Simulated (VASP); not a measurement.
# WC in VASP: single point with LDA

Aim: the single point of WC with LDA.

Program: VASP 6.6.1. These are calculated values, not measurements. Logs are shortened: lines on timing, memory, paths and dates and some standing lists are left out, and cuts for length are marked.

## (1) The cell of the first run

The cell holds a slab with vacuum, 16 atoms: a = 5.678 Å, b = 5.577 Å, c = 15.098 Å, α = 90.00°, β = 90.00°, γ = 90.00°.

## (2) Single point, LDA

File INCAR:

```
SYSTEM = WC
ALGO     = Normal         ! electronic algorithm
EDIFF    = 1E-6           ! SCF threshold, eV
ENCUT    = 520            ! plane-wave cutoff, eV
GGA      = CA             ! functional
ISIF     = 2              ! what is computed and relaxed
ISMEAR   = -1             ! smearing method
LASPH    = .True.         ! aspherical terms in the spheres
LCHARG   = .True.         ! write CHGCAR
LELF     = .True.         ! ELF
LREAL    = Auto         
LVHAR    = .True.       
LWAVE    = .False.        ! write WAVECAR
NBANDS   = 86             ! bands
NELM     = 100            ! most SCF steps
PREC     = Accurate       ! precision mode
SIGMA    = 0.05           ! smearing width, eV
```

File KPOINTS:

```
k-points
0
Gamma
  2 2 1
  0 0 0
```

File POSCAR:

```
WC
1.0
    5.6779000000      0.0000000000      0.0000000000
    0.0000000000      5.5768400000      0.0000000000
    0.0000000000      0.0000000000     15.0976710000
W C
8 8
Direct
    0.0000000000      0.0000000000      0.0662354000
    0.2500000000      0.0000000000      0.2310477417
    0.0000000000      0.5000000000      0.0662354000
    0.2500000000      0.5000000000      0.2310477417
    0.5000000000      0.0000000000      0.0662354000
    0.7500000000      0.0000000000      0.2310477417
    0.5000000000      0.5000000000      0.0662354000
    0.7500000000      0.5000000000      0.2310477417
    0.0000000000      0.2500000000      0.1662472255
    0.2500000000      0.2500000000      0.3209600749
    0.0000000000      0.7500000000      0.1662472255
    0.2500000000      0.7500000000      0.3209600749
    0.5000000000      0.2500000000      0.1662472255
    0.7500000000      0.2500000000      0.3209600749
    0.5000000000      0.7500000000      0.1662472255
    0.7500000000      0.7500000000      0.3209600749
```

Potentials or basis: VASP PAW LDA potentials, release 64 (W_sv, C).

The run is started by

```bash
cat potpaw_LDA.64/W_sv/POTCAR potpaw_LDA.64/C/POTCAR > POTCAR
mpirun -np 1 vasp_std > vasp.out
```

OUTCAR:

```text
SYSTEM = WC
   EDIFF = 1E-6
   ENCUT = 520
   GGA = CA
   ISIF = 2
   ISMEAR = -1
   LASPH = .True.
   LREAL = Auto
   NELM = 100
   PREC = Accurate

 ion  position               nearest neighbor table
   1  0.000  0.000  0.066-   9 2.06  11 2.06   3 2.79   3 2.79   5 2.84   5 2.84   2 2.86   6 2.86

   2  0.250  0.000  0.231-  10 1.95  12 1.95  11 2.22   9 2.22  13 2.22  15 2.22   4 2.79   4 2.79
                             6 2.84   6 2.84   5 2.86   1 2.86
   3  0.000  0.500  0.066-   9 2.06  11 2.06   1 2.79   1 2.79   7 2.84   7 2.84   4 2.86   8 2.86

   4  0.250  0.500  0.231-  10 1.95  12 1.95  11 2.22   9 2.22  13 2.22  15 2.22   2 2.79   2 2.79
                             8 2.84   8 2.84   7 2.86   3 2.86
   5  0.500  0.000  0.066-  13 2.06  15 2.06   7 2.79   7 2.79   1 2.84   1 2.84   6 2.86   2 2.86

   6  0.750  0.000  0.231-  14 1.95  16 1.95  13 2.22   9 2.22  15 2.22  11 2.22   8 2.79   8 2.79
                             2 2.84   2 2.84   5 2.86   1 2.86
   7  0.500  0.500  0.066-  13 2.06  15 2.06   5 2.79   5 2.79   3 2.84   3 2.84   4 2.86   8 2.86

   8  0.750  0.500  0.231-  14 1.95  16 1.95  13 2.22   9 2.22  15 2.22  11 2.22   6 2.79   6 2.79
                             4 2.84   4 2.84   3 2.86   7 2.86
   9  0.000  0.250  0.166-   1 2.06   3 2.06   2 2.22   4 2.22   6 2.22   8 2.22
  10  0.250  0.250  0.321-   2 1.95   4 1.95
  11  0.000  0.750  0.166-   1 2.06   3 2.06   2 2.22   4 2.22   6 2.22   8 2.22
  12  0.250  0.750  0.321-   2 1.95   4 1.95
  13  0.500  0.250  0.166-   5 2.06   7 2.06   2 2.22   6 2.22   4 2.22   8 2.22
  14  0.750  0.250  0.321-   6 1.95   8 1.95
  15  0.500  0.750  0.166-   5 2.06   7 2.06   2 2.22   6 2.22   4 2.22   8 2.22
  16  0.750  0.750  0.321-   6 1.95   8 1.95

  LATTYP: Found a simple orthorhombic cell.
 ALAT       =     5.5768400000
 B/A-ratio  =     1.0181213734
 C/A-ratio  =     2.7072089212

  Lattice vectors:

 A1 = (   0.0000000000,  -5.5768400000,   0.0000000000)
 A2 = (   5.6779000000,   0.0000000000,   0.0000000000)
 A3 = (   0.0000000000,   0.0000000000,  15.0976710000)

Analysis of symmetry for initial positions (statically):
=====================================================================
 Subroutine PRICEL returns following result:

  LATTYP: Found a simple orthorhombic cell.
 ALAT       =     2.7884200000
 B/A-ratio  =     1.0181213734
 C/A-ratio  =     5.4144178424

  Lattice vectors:

 A1 = (   0.0000000000,  -2.7884200000,   0.0000000000)
 A2 = (   2.8389500000,   0.0000000000,   0.0000000000)
 A3 = (   0.0000000000,   0.0000000000,  15.0976710000)

   4 primitive cells build up your supercell.

 Routine SETGRP: Setting up the symmetry group for a
 simple orthorhombic supercell.

 Subroutine GETGRP returns: Found  4 space group operations
 (whereof  4 operations were pure point group operations)
 out of a pool of  8 trial point group operations.

The static configuration has the point symmetry C_2v.

Analysis of symmetry for dynamics (positions and initial velocities):
=====================================================================
 Subroutine PRICEL returns following result:

  LATTYP: Found a simple orthorhombic cell.
 ALAT       =     2.7884200000
 B/A-ratio  =     1.0181213734
 C/A-ratio  =     5.4144178424

  Lattice vectors:

 A1 = (   0.0000000000,  -2.7884200000,   0.0000000000)
 A2 = (   2.8389500000,   0.0000000000,   0.0000000000)
 A3 = (   0.0000000000,   0.0000000000,  15.0976710000)

   4 primitive cells build up your supercell.

 Routine SETGRP: Setting up the symmetry group for a
 simple orthorhombic supercell.

 Subroutine GETGRP returns: Found  4 space group operations
 (whereof  4 operations were pure point group operations)
 out of a pool of  8 trial point group operations.

The dynamic configuration has the point symmetry C_2v.

 Subroutine INISYM returns: Found  4 space group operations
 (whereof  4 operations are pure point group operations),
 and found     4 'primitive' translations

----------------------------------------------------------------------------------------

                                     Primitive cell

  volume of cell :     119.5160

  direct lattice vectors                    reciprocal lattice vectors
     0.000000000 -2.788420000  0.000000000     0.000000000 -0.358626032  0.000000000
     2.838950000  0.000000000  0.000000000     0.352242907  0.000000000  0.000000000
     0.000000000  0.000000000 15.097671000     0.000000000  0.000000000  0.066235382

  length of vectors
     2.788420000  2.838950000 15.097671000     0.358626032  0.352242907  0.066235382

  position of ions in fractional coordinates (direct lattice)
     0.000000000  0.000000000  0.066235400
     0.000000000  0.500000000  0.231047742
     0.500000000  0.000000000  0.166247226
     0.500000000  0.500000000  0.320960075

  ion indices of the primitive-cell ions
   primitive index   ion index
                 1           1
                 2           2
                 3           9
                 4          10

----------------------------------------------------------------------------------------

 KPOINTS: k-points

Automatic generation of k-mesh.
 Grid dimensions read from file:
 generate k-points for:    2    2    1

 Generating k-lattice:

  Cartesian coordinates                     Fractional coordinates (reciprocal lattice)
     0.088060727  0.000000000  0.000000000     0.500000000  0.000000000  0.000000000
     0.000000000  0.089656508  0.000000000     0.000000000  0.500000000  0.000000000
     0.000000000  0.000000000  0.066235382     0.000000000  0.000000000  1.000000000

  Length of vectors
     0.088060727  0.089656508  0.066235382

  Shift w.r.t. Gamma in fractional coordinates (k-lattice)
     0.000000000  0.000000000  0.000000000

 Subroutine IBZKPT returns following result:
 ===========================================

 Found      4 irreducible k-points:

 Following reciprocal coordinates:
            Coordinates               Weight
  0.000000  0.000000  0.000000      1.000000
  0.500000  0.000000  0.000000      1.000000
  0.000000  0.500000  0.000000      1.000000
  0.500000  0.500000  0.000000      1.000000
   k-points           NKPTS =      4   k-points in BZ     NKDIM =      4   number of bands    NBANDS=     86
   number of dos      NEDOS =    301   number of ions     NIONS =     16
   total plane-waves  NPLWV = 197568
   dimension x,y,z NGX =    42 NGY =   42 NGZ =  112
   dimension x,y,z NGXF=    84 NGYF=   84 NGZF=  224
   ions per type =               8   8
   NGX,Y,Z   is equivalent  to a cutoff of  12.30, 12.52, 12.33 a.u.
   NGXF,Y,Z  is equivalent  to a cutoff of  24.59, 25.04, 24.67 a.u.
 SYSTEM =  WC
   PREC   = accura    normal or accurate (medium, high low for compatibility)
   ISTART =      0    job   : 0-new  1-cont  2-samecut
   ICHARG =      2    charge: 1-file 2-atom 10-const
   ISPIN  =      1    spin polarized calculation?
   LNONCOLLINEAR =      F non collinear calculations
   LSORBIT =      F    spin-orbit coupling
   LASPH  =      T    aspherical Exc in radial PAW
   ENCUT  =  520.0 eV  38.22 Ry    6.18 a.u.  10.56 10.37 28.07*2*pi/ulx,y,z
   NELM   =    100;   NELMIN=  2; NELMDL= -5     # of ELM steps
   EDIFF  = 0.1E-05   stopping-criterion for ELM
   LREAL  =      T    real-space projection
   EDIFFG = 0.1E-04   stopping-criterion for IOM
   NSW    =      0    number of steps for IOM
   IBRION =     -1    ionic relax: 0-MD 1-quasi-New 2-CG
   NFREE  =      0    steps in history (QN), initial steepest desc. (CG)
   ISIF   =      2    stress and relaxation
   ISYM   =      2    0-nonsym 1-usesym 2-fastsym
   POTIM  = 0.5000    time-step for ionic-motion
   TEBEG  =    0.0;   TEEND  =   0.0 temperature during run
   PSTRESS=    0.0 pullay stress
   NELECT =     144.0000    total number of electrons
   NUPDOWN=      -1.0000    fix difference up-down
   EMIN   =  10.00;   EMAX   =-10.00  energy-range for DOS
   EFERMI =   0.00;   METHOD = LEGACY
   ISMEAR =    -1;   SIGMA  =   0.05  broadening in eV -4-tet -1-fermi 0-gaus
   EFERMI_NEDOS =   21; number of points for ismear=-14 and -15
   IALGO  =     38    algorithm
   IMIX   =      4    mixing-type and parameters
     AMIX     =   0.40;   BMIX     =  1.00
     AMIX_MAG =   1.60;   BMIX_MAG =  1.00
  volume/ion in A,a.u.               =      29.88       201.63
  Fermi-wavevector in a.u.,A,eV,Ry     =   1.097405  2.073795 16.385473  1.204298
  Thomas-Fermi vector in A             =   2.233765
   LORBIT       =      0    0 simple, 1 ext, 2 COOP (PROOUT), +10 PAW based schemes
   GGA     = CA    functional components
   LHFCALC =     F    Hartree Fock is set to
   AEXX    =    0.0000 exact exchange contribution
   IVDW    =     0    specifies the selected vdW correction
   LEPSILON=     F    determine dielectric tensor
   LRPA    =     F    only Hartree local field effects (RPA)
 non-spin polarized calculation
  energy-cutoff  :      520.00
  volume of cell :      478.06
 maximum number of plane-waves:     12909
   NGX = 21   NGY = 21   NGZ = 57

 number of electron     143.9999982 magnetization

 Free energy of the ion-electron system (eV)
  ---------------------------------------------------
  ext. energy  EPLUGINS =         0.00000000
  ---------------------------------------------------
  free energy    TOTEN  =      -166.86226056 eV

  energy without entropy =     -166.73093216  energy(sigma->0) =     -166.79659636

 E-fermi :   0.3316     XC(G=0):  -6.3024

 val. band max:        0.3069259518   @ k =   0.0000   0.5000   0.0000
 cond. band min:       0.3589421450   @ k =   0.0000   0.0000   0.0000
 fundamental gap:      0.0520161931
 Fermi energy:         0.3316453678

 k-point     1 :       0.0000    0.0000    0.0000
  band No.  band energies     occupation
      1     -73.2885      2.00000
      2     -73.2488      2.00000
      3     -73.2382      2.00000
      4     -73.1994      2.00000
      5     -73.0410      2.00000
      6     -73.0006      2.00000
[... 76 lines left out ...]
     83       3.0404      0.00000
     84       3.1628      0.00000

 k-point     2 :       0.5000    0.0000    0.0000
  band No.  band energies     occupation
      1     -73.2686      2.00000
      2     -73.2686      2.00000
      3     -73.2188      2.00000
      4     -73.2188      2.00000
      5     -73.0208      2.00000
      6     -73.0208      2.00000
[... 76 lines left out ...]
     83       2.2495      0.00000
     84       2.2495      0.00000

 k-point     3 :       0.0000    0.5000    0.0000
  band No.  band energies     occupation
      1     -73.2634      2.00000
      2     -73.2634      2.00000
      3     -73.2241      2.00000
      4     -73.2241      2.00000
      5     -73.0134      2.00000
      6     -73.0134      2.00000
[... 76 lines left out ...]
     83       2.7252      0.00000
     84       2.7252      0.00000

 k-point     4 :       0.5000    0.5000    0.0000
  band No.  band energies     occupation
      1     -73.2438      2.00000
      2     -73.2438      2.00000
      3     -73.2438      2.00000
      4     -73.2438      2.00000
      5     -72.9935      2.00000
      6     -72.9935      2.00000
[... 76 lines left out ...]
     83       1.4160      0.00000
     84       1.4160      0.00000
 [bands above 84 left out]

------------------------ aborting loop because EDIFF is reached ----------------------------------------

  FORCE on cell =-STRESS in cart. coord.  units (eV):
  Direction    XX          YY          ZZ          XY          YZ          ZX
  --------------------------------------------------------------------------------------
  -------------------------------------------------------------------------------------
  Total       -0.6129449     13.7855972      2.3084892      0.0000000      0.0000000      0.0000000
  in kB       -2.0542162     46.2008840      7.7366429      0.0000000      0.0000000      0.0000000
  external PRESSURE =      17.2944369 kB  Pullay stress =       0.0000000 kB

 VOLUME and BASIS-vectors are now :
 -----------------------------------------------------------------------------
  energy-cutoff  :      520.00
  volume of cell :      478.06
      direct lattice vectors                 reciprocal lattice vectors
     5.677900000  0.000000000  0.000000000     0.176121453  0.000000000  0.000000000
     0.000000000  5.576840000  0.000000000     0.000000000  0.179313016  0.000000000
     0.000000000  0.000000000 15.097671000     0.000000000  0.000000000  0.066235382

 POSITION                                       TOTAL-FORCE (eV/Angst)
 -----------------------------------------------------------------------------------
      0.00000      0.00000      1.00000         0.000000      0.000000     -0.169833
      1.41948      0.00000      3.48828        -0.000000      0.000000     -0.030011
      0.00000      2.78842      1.00000         0.000000     -0.000000     -0.169833
      1.41948      2.78842      3.48828        -0.000000     -0.000000     -0.030011
      2.83895      0.00000      1.00000         0.000000      0.000000     -0.169833
      4.25842      0.00000      3.48828         0.000000      0.000000     -0.030011
[... 8 lines left out ...]
      2.83895      4.18263      2.50995         0.000000     -0.000000      0.030491
      4.25842      4.18263      4.84575         0.000000     -0.000000      0.169353
 -----------------------------------------------------------------------------------
    total drift:                                0.000000     -0.000000     -0.031236

  FREE ENERGIE OF THE ION-ELECTRON SYSTEM (eV)
  ---------------------------------------------------
  free  energy   TOTEN  =      -166.8622605576 eV

  energy  without entropy=     -166.7309321635  energy(sigma->0) =     -166.79659636
```

Wall time 3 min (1 thread of Intel Xeon 6975P-C (Granite Rapids), shared host); peak memory 0.41 GiB.

What came out:

- Free energy: -166.8623 eV
- Largest force: 0.170 eV/Å
- Band gap on the k mesh: zero (band 72 reaches 0.52 eV, above the bottom of band 73 at 0.31 eV)

Forces in eV/Å, atoms in the order of the input:
```
W    0.000  0.000 -0.170
W    0.000  0.000 -0.030
W    0.000  0.000 -0.170
W    0.000  0.000 -0.030
W    0.000  0.000 -0.170
W    0.000  0.000 -0.030
W    0.000  0.000 -0.170
W    0.000  0.000 -0.030
C    0.000  0.000  0.030
C    0.000  0.000  0.169
C    0.000  0.000  0.030
C    0.000  0.000  0.169
C    0.000  0.000  0.030
C    0.000  0.000  0.169
C    0.000  0.000  0.030
C    0.000  0.000  0.169
```

Levels at points of the mesh, in eV from the Fermi level:
| k point | band 70 | band 71 | band 72 | band 73 | band 74 | band 75 |
| --- | --- | --- | --- | --- | --- | --- |
| (0.00, 0.00, 0.00) | -0.04 | 0.03 | 0.19 | 0.29 | 0.58 | 0.67 |
| (0.50, 0.00, 0.00) | -0.65 | -0.33 | -0.33 | 0.07 | 0.07 | 0.52 |
| (0.00, 0.50, 0.00) | -0.60 | -0.17 | -0.17 | -0.02 | -0.02 | 0.53 |
| (0.50, 0.50, 0.00) | -0.61 | -0.61 | -0.61 | 0.12 | 0.12 | 0.12 |

Caveat: the k points lie up to 0.56 Å⁻¹ apart; spin-orbit coupling is left out, which moves the levels of the heavy elements.
